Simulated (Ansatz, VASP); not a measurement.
This is a calculation of AlSn for Ansatz 0.2.0.

input.yaml

```yaml
crystal:
  lattice:
    - [4.1981056157, 0.0, 0.0]
    - [-2.0990528078, 3.6356661109, 0.0]
    - [0.0, 0.0, 3.306847]
  atoms:
    - { symbol: Sn, position: [0.3333333333, 0.6666666667, 0.5] }
    - { symbol: Al, position: [0.0, 0.0, 0.0] }
hamiltonian:
  xc: rpbe
  pseudopotentials: { kind: paw }
  dispersion: d3bj
kpoints:
  mp_grid: { grid: [7, 7, 8] }
scf:
  occupations: { method: fermi_dirac, width: 0.05 }
output:
  forces: true
  stress: true
  eigenvalues: true
relax:
  f_tol: 0.01
  max_steps: 40
  cell: { stress_tol: 0.05 }
```

Potentials or basis: Ansatz PAW.

Launch:

```console
$ ansatz run input.yaml --threads 2 --pin off --max-ram 5632MiB --backend cpu --events-out ev --progress --plain --runs-dir out
```

Task: Set up the same calculation for VASP 6.6.1. Potentials there: VASP PAW PBE potentials, release 64 (Sn_d, Al).

Result: As run (the cutoff follows the program's own potentials):

Contents of INCAR:

```
SYSTEM = AlSn
PREC     = Accurate       ! precision mode
ENCUT    = 600            ! plane-wave cutoff, eV
EDIFF    = 1E-7           ! SCF threshold, eV
ISMEAR   = -1             ! smearing method
SIGMA    = 0.05           ! smearing width, eV
LREAL    = .False.        ! projectors in reciprocal space
LASPH    = .True.         ! aspherical terms in the spheres
NELM     = 100            ! most SCF steps
ALGO     = Normal         ! electronic algorithm
ISIF     = 3              ! what is computed and relaxed
LWAVE    = .False.        ! write WAVECAR
LCHARG   = .False.        ! write CHGCAR
GGA      = RP             ! functional
IVDW     = 12             ! dispersion correction
IBRION   = 2              ! ionic algorithm
NSW      = 60             ! ionic steps
EDIFFG   = -0.01          ! ionic threshold
```

KPOINTS

```
Automatic mesh
0
Gamma
  7 7 8
  0 0 0
```

The input POSCAR:

```
AlSn
1.0
    4.1981056157      0.0000000000      0.0000000000
   -2.0990528078      3.6356661109      0.0000000000
    0.0000000000      0.0000000000      3.3068470000
Sn Al
1 1
Direct
    0.3333333333      0.6666666667      0.5000000000
    0.0000000000      0.0000000000      0.0000000000
```

Potentials or basis: VASP PAW PBE potentials, release 64 (Sn_d, Al).

The run is started by

```bash
$ cat potpaw_PBE.64/Sn_d/POTCAR potpaw_PBE.64/Al/POTCAR > POTCAR
$ mpirun -np 1 vasp_std > vasp.out
```

Both were run:

|  | VASP | Ansatz | Ansatz less VASP |
| --- | --- | --- | --- |
| gap on the k mesh at the Fermi level, each at its own relaxed structure (eV) | none | none | - |
| relaxed volume (Å³/atom) | 17.65 | 20.31 | +2.658 |
| relaxed cell length with the largest relative difference (Å) | 2.910 | 3.850 | +0.9395 |

VASP's potentials were made for PBE, not for RPBE. A gap of «none» marks a metal or a gap that the smearing closes. One of these differences is far larger than is usual between the two programs; its cause wasn't traced.

Noted on VASP's run: the volume moved by over 15 % at a fixed basis, so the end points are rough. Noted on Ansatz's run: the volume moved by over 15 % at a fixed basis, so the end points are rough; the plane-wave basis is chosen anew once the cell has moved, so the energies of steps on either side of that aren't comparable.
